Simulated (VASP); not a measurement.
# Rh in VASP: notebook, part 2 of 2

VASP 6.6.1. Earlier steps stand in the parts before.

**4. Single point, LDA (volume scaled by 0.94)**

Input file INCAR:

```
SYSTEM = Rh
PREC = Accurate
ENCUT = 520
EDIFF = 1E-7
ISMEAR = -1
SIGMA = 0.03
LREAL = .FALSE.
LASPH = .TRUE.
NELM = 80
ALGO = Normal
ISIF = 2
LWAVE = .FALSE.
LCHARG = .FALSE.
GGA = CA
NBANDS = 14
```

Input file KPOINTS:

```
regular mesh
0
G
  16 16 16
  0 0 0
```

Input file POSCAR:

```
Rh
1.0
    0.0000000000      1.8627319650      1.8627319650
    1.8627319650      0.0000000000      1.8627319650
    1.8627319650      1.8627319650      0.0000000000
Rh
1
Direct
    0.0000000000      0.0000000000      0.0000000000
```

Potentials or basis: VASP PAW LDA potentials, release 64 (Rh_pv).

Command:

```console
cat potpaw_LDA.64/Rh_pv/POTCAR > POTCAR
mpirun -np 1 vasp_std > vasp.out
```

OUTCAR:

```text
SYSTEM = Rh
   PREC = Accurate
   ENCUT = 520
   EDIFF = 1E-7
   ISMEAR = -1
   LREAL = .FALSE.
   LASPH = .TRUE.
   NELM = 80
   ISIF = 2
   GGA = CA

 ion  position               nearest neighbor table
   1  0.000  0.000  0.000-

  LATTYP: Found a face centered cubic cell.
 ALAT       =     3.7254639300

  Lattice vectors:

 A1 = (   0.0000000000,   1.8627319650,   1.8627319650)
 A2 = (   1.8627319650,   0.0000000000,   1.8627319650)
 A3 = (   1.8627319650,   1.8627319650,   0.0000000000)

Analysis of symmetry for initial positions (statically):
=====================================================================
 Subroutine PRICEL returns:
 Original cell was already a primitive cell.

 Routine SETGRP: Setting up the symmetry group for a
 face centered cubic supercell.

 Subroutine GETGRP returns: Found 48 space group operations
 (whereof 48 operations were pure point group operations)
 out of a pool of 48 trial point group operations.

The static configuration has the point symmetry O_h .

Analysis of symmetry for dynamics (positions and initial velocities):
=====================================================================
 Subroutine PRICEL returns:
 Original cell was already a primitive cell.

 Routine SETGRP: Setting up the symmetry group for a
 face centered cubic supercell.

 Subroutine GETGRP returns: Found 48 space group operations
 (whereof 48 operations were pure point group operations)
 out of a pool of 48 trial point group operations.

The dynamic configuration has the point symmetry O_h .

 Subroutine INISYM returns: Found 48 space group operations
 (whereof 48 operations are pure point group operations),
 and found     1 'primitive' translations

----------------------------------------------------------------------------------------

                                     Primitive cell

  volume of cell :      12.9265

  direct lattice vectors                    reciprocal lattice vectors
     0.000000000  1.862731965  1.862731965    -0.268422945  0.268422945  0.268422945
     1.862731965  0.000000000  1.862731965     0.268422945 -0.268422945  0.268422945
     1.862731965  1.862731965  0.000000000     0.268422945  0.268422945 -0.268422945

  length of vectors
     2.634300808  2.634300808  2.634300808     0.464922179  0.464922179  0.464922179

  position of ions in fractional coordinates (direct lattice)
     0.000000000  0.000000000  0.000000000

  ion indices of the primitive-cell ions
   primitive index   ion index
                 1           1

----------------------------------------------------------------------------------------

 KPOINTS: regular mesh

Automatic generation of k-mesh.
 Grid dimensions read from file:
 generate k-points for:   16   16   16

 Generating k-lattice:

  Cartesian coordinates                     Fractional coordinates (reciprocal lattice)
    -0.016776434  0.016776434  0.016776434     0.062500000  0.000000000  0.000000000
     0.016776434 -0.016776434  0.016776434     0.000000000  0.062500000  0.000000000
     0.016776434  0.016776434 -0.016776434     0.000000000  0.000000000  0.062500000

  Length of vectors
     0.029057636  0.029057636  0.029057636

  Shift w.r.t. Gamma in fractional coordinates (k-lattice)
     0.000000000  0.000000000  0.000000000

 Subroutine IBZKPT returns following result:
 ===========================================

 Found    145 irreducible k-points:

 Following reciprocal coordinates:
            Coordinates               Weight
  0.000000  0.000000  0.000000      1.000000
  0.062500  0.000000  0.000000      8.000000
  0.125000  0.000000  0.000000      8.000000
  0.187500  0.000000  0.000000      8.000000
  0.250000  0.000000  0.000000      8.000000
  0.312500  0.000000  0.000000      8.000000
[... 16 lines left out ...]
 -0.125000  0.062500  0.000000     24.000000
 -0.062500  0.062500  0.000000     12.000000
 [... further k-points ...]
   k-points           NKPTS =    145   k-points in BZ     NKDIM =    145   number of bands    NBANDS=     14
   number of dos      NEDOS =    301   number of ions     NIONS =      1
   total plane-waves  NPLWV =   8000
   dimension x,y,z NGX =    20 NGY =   20 NGZ =   20
   dimension x,y,z NGXF=    40 NGYF=   40 NGZF=   40
   ions per type =               1
   NGX,Y,Z   is equivalent  to a cutoff of  12.62, 12.62, 12.62 a.u.
   NGXF,Y,Z  is equivalent  to a cutoff of  25.24, 25.24, 25.24 a.u.
 SYSTEM =  Rh
   PREC   = accura    normal or accurate (medium, high low for compatibility)
   ISTART =      0    job   : 0-new  1-cont  2-samecut
   ICHARG =      2    charge: 1-file 2-atom 10-const
   ISPIN  =      1    spin polarized calculation?
   LNONCOLLINEAR =      F non collinear calculations
   LSORBIT =      F    spin-orbit coupling
   LASPH  =      T    aspherical Exc in radial PAW
   ENCUT  =  520.0 eV  38.22 Ry    6.18 a.u.   4.90  4.90  4.90*2*pi/ulx,y,z
   NELM   =     80;   NELMIN=  2; NELMDL= -5     # of ELM steps
   EDIFF  = 0.1E-06   stopping-criterion for ELM
   LREAL  =      F    real-space projection
   EDIFFG = 0.1E-05   stopping-criterion for IOM
   NSW    =      0    number of steps for IOM
   IBRION =     -1    ionic relax: 0-MD 1-quasi-New 2-CG
   NFREE  =      0    steps in history (QN), initial steepest desc. (CG)
   ISIF   =      2    stress and relaxation
   ISYM   =      2    0-nonsym 1-usesym 2-fastsym
   POTIM  = 0.5000    time-step for ionic-motion
   TEBEG  =    0.0;   TEEND  =   0.0 temperature during run
   PSTRESS=    0.0 pullay stress
   NELECT =      15.0000    total number of electrons
   NUPDOWN=      -1.0000    fix difference up-down
   EMIN   =  10.00;   EMAX   =-10.00  energy-range for DOS
   EFERMI =   0.00;   METHOD = LEGACY
   ISMEAR =    -1;   SIGMA  =   0.03  broadening in eV -4-tet -1-fermi 0-gaus
   EFERMI_NEDOS =   21; number of points for ismear=-14 and -15
   IALGO  =     38    algorithm
   IMIX   =      4    mixing-type and parameters
     AMIX     =   0.40;   BMIX     =  1.00
     AMIX_MAG =   1.60;   BMIX_MAG =  1.00
  volume/ion in A,a.u.               =      12.93        87.23
  Fermi-wavevector in a.u.,A,eV,Ry     =   1.720329  3.250951 40.266883  2.959532
  Thomas-Fermi vector in A             =   2.796789
   LORBIT       =      0    0 simple, 1 ext, 2 COOP (PROOUT), +10 PAW based schemes
   GGA     = CA    functional components
   LHFCALC =     F    Hartree Fock is set to
   AEXX    =    0.0000 exact exchange contribution
   IVDW    =     0    specifies the selected vdW correction
   LEPSILON=     F    determine dielectric tensor
   LRPA    =     F    only Hartree local field effects (RPA)
 non-spin polarized calculation
  energy-cutoff  :      520.00
  volume of cell :       12.93
 maximum number of plane-waves:       360
   NGX =  9   NGY =  9   NGZ =  9

 number of electron      14.9999995 magnetization

 Free energy of the ion-electron system (eV)
  ---------------------------------------------------
  ext. energy  EPLUGINS =         0.00000000
  ---------------------------------------------------
  free energy    TOTEN  =        -8.67541044 eV

  energy without entropy =       -8.67123563  energy(sigma->0) =       -8.67332304

 E-fermi :  12.8786     XC(G=0): -14.7474

 val. band max:       12.8750639328   @ k =  -0.3750   0.2500   0.0000
 cond. band min:      12.8851688946   @ k =   0.3125   0.2500   0.0000
 fundamental gap:      0.0101049618
 Fermi energy:        12.8785852533

 k-point     1 :       0.0000    0.0000    0.0000
  band No.  band energies     occupation
      1     -33.3783      2.00000
      2     -33.3783      2.00000
      3     -33.3783      2.00000
      4       4.3999      2.00000
      5       9.4716      2.00000
      6       9.4716      2.00000
      7       9.4716      2.00000
      8      11.8135      2.00000
      9      11.8135      2.00000
     10      28.7666      0.00000
     11      33.0740      0.00000
     12      34.5308      0.00000
     13      34.5308      0.00000
     14      34.5308      0.00000

 k-point     2 :       0.0625    0.0000    0.0000
  band No.  band energies     occupation
      1     -33.4149      2.00000
      2     -33.3832      2.00000
      3     -33.3832      2.00000
      4       4.5675      2.00000
      5       9.3938      2.00000
      6       9.5391      2.00000
      7       9.5391      2.00000
      8      11.7738      2.00000
      9      11.7738      2.00000
     10      29.0252      0.00000
[... 362 lines left out ...]
 k-point    24 :      -0.0625    0.0625    0.0000
  band No.  band energies     occupation
      1     -33.4661      2.00000
      2     -33.4046      2.00000
      3     -33.3849      2.00000
      4       4.8381      2.00000
      5       9.2484      2.00000
      6       9.6315      2.00000
      7       9.6856      2.00000
      8      11.6005      2.00000
      9      11.8391      2.00000
     10      29.4307      0.00000
     11      32.8519      0.00000
     12      33.0817      0.00000
     13      34.6595      0.00000
     14      35.4565      0.00000

 [... further k-points ...]
[... 5 lines left out ...]
  --------------------------------------------------------------------------------------
  -------------------------------------------------------------------------------------
  Total        0.7017671      0.7017671      0.7017671      0.0000000      0.0000000      0.0000000
  in kB       86.9806119     86.9806119     86.9806119      0.0000000      0.0000000      0.0000000
  external PRESSURE =      86.9806119 kB  Pullay stress =       0.0000000 kB

 VOLUME and BASIS-vectors are now :
 -----------------------------------------------------------------------------
  energy-cutoff  :      520.00
  volume of cell :       12.93
      direct lattice vectors                 reciprocal lattice vectors
     0.000000000  1.862731965  1.862731965    -0.268422945  0.268422945  0.268422945
     1.862731965  0.000000000  1.862731965     0.268422945 -0.268422945  0.268422945
     1.862731965  1.862731965  0.000000000     0.268422945  0.268422945 -0.268422945

 POSITION                                       TOTAL-FORCE (eV/Angst)
 -----------------------------------------------------------------------------------
      0.00000      0.00000      0.00000         0.000000      0.000000      0.000000
 -----------------------------------------------------------------------------------
    total drift:                                0.000000      0.000000      0.000000

  FREE ENERGIE OF THE ION-ELECTRON SYSTEM (eV)
  ---------------------------------------------------
  free  energy   TOTEN  =        -8.6754104404 eV

  energy  without entropy=       -8.6712356319  energy(sigma->0) =       -8.67332304
```

OSZICAR:

```text
N       E                     dE             d eps       ncg     rms          rms(c)
DAV:   1     0.116192969459E+03    0.11619E+03   -0.87317E+03  4106   0.116E+03
DAV:   2    -0.771652211645E+01   -0.12391E+03   -0.11827E+03  4504   0.340E+02
DAV:   3    -0.922623665873E+01   -0.15097E+01   -0.15074E+01  4858   0.414E+01
DAV:   4    -0.923144878289E+01   -0.52121E-02   -0.52118E-02  4480   0.249E+00
DAV:   5    -0.923149176962E+01   -0.42987E-04   -0.42985E-04  4762   0.199E-01    0.124E+01
DAV:   6    -0.870656475999E+01    0.52493E+00   -0.82990E-01  4270   0.127E+01    0.440E+00
DAV:   7    -0.868087301709E+01    0.25692E-01   -0.20231E-02  4588   0.179E+00    0.194E+00
DAV:   8    -0.867564469876E+01    0.52283E-02   -0.57000E-03  4270   0.107E+00    0.265E-01
DAV:   9    -0.867540413337E+01    0.24057E-03   -0.26712E-04  4204   0.236E-01    0.526E-02
DAV:  10    -0.867541058717E+01   -0.64538E-05   -0.37135E-06  4528   0.225E-02    0.563E-03
DAV:  11    -0.867541043904E+01    0.14813E-06   -0.39731E-07  4534   0.880E-03    0.509E-04
DAV:  12    -0.867541044042E+01   -0.13806E-08   -0.79877E-09  2126   0.126E-03
   1 F= -.86754104E+01 E0= -.86733230E+01  d E =-.417481E-02
```

Run time: 18 s. Hardware: 1 thread of Intel Xeon Platinum 8559C (Emerald Rapids), shared host; peak memory 0.13 GiB.

What came out:

- Free energy: -8.6754 eV
- Pressure: 8.7 GPa

**5. Single point, LDA (volume scaled by 0.96)**

Input file INCAR:

```
PREC = Accurate
ENCUT = 520
EDIFF = 1E-7
ISMEAR = -1
SIGMA = 0.03
LREAL = False
LASPH = True
NELM = 100
ALGO = Normal
ISIF = 2
LWAVE = False
LCHARG = True
LELF = True
LVHAR = True
NBANDS = 14
```

Input file KPOINTS:

```
Automatic mesh
0
Gamma
  16 16 16
```

Input file POSCAR:

```
Rh
1.0
    0.0000000000      1.8758502280      1.8758502280
    1.8758502280      0.0000000000      1.8758502280
    1.8758502280      1.8758502280      0.0000000000
Rh
1
Direct
    0.0000000000      0.0000000000      0.0000000000
```

Command:

```console
cat potpaw_LDA.64/Rh_pv/POTCAR > POTCAR
mpirun -np 1 vasp_std > vasp.out
```

Run time: 18 s. Hardware: 1 thread of Intel Xeon Platinum 8559C (Emerald Rapids), shared host; peak memory 0.14 GiB.

The run converged. Its results:

| Quantity | Value |
| --- | --- |
| Free energy | -8.6842 eV |
| Pressure | 1.5 GPa |

Levels at points of the mesh, in eV from the Fermi level:
```tsv
k point	band 3	band 4	band 5	band 6	band 7	band 8	band 9	band 10	band 11	band 12
(0.00, 0.00, 0.00)	-46.22	-8.32	-3.30	-3.30	-3.30	-1.03	-1.03	15.92	20.25	21.56
(0.50, 0.00, 0.00)	-46.34	-6.51	-3.37	-3.37	0.64	0.64	0.66	9.03	15.45	20.25
(0.50, 0.50, 0.00)	-46.53	-6.73	-6.35	0.62	1.08	1.08	3.27	12.79	13.46	13.46
```

**6. The runs side by side**

| cell | gap on the mesh (eV) | pressure (GPa) |
| --- | --- | --- |
| a = 2.703, b = 2.703, c = 2.689 Å, angles 60.2, 60.2, 59.7°, 1 atom | none | -12.9 |
| a = 2.716, b = 2.716, c = 2.689 Å, angles 60.3, 60.3, 59.3°, 1 atom | none | -15.3 |
| a = 2.634 Å, angles 60.0°, 1 atom | none | 8.7 |
| a = 2.653 Å, angles 60.0°, 1 atom | none | 1.5 |

Alike in all rows: task single point; level LDA; potentials or basis VASP PAW LDA potentials, release 64 (Rh_pv); no spin polarisation; k mesh 16 × 16 × 16; cutoff (eV) 520; smearing fermi-dirac 0.03 eV.

Absolute energies hang on the potentials; compare differences alone.
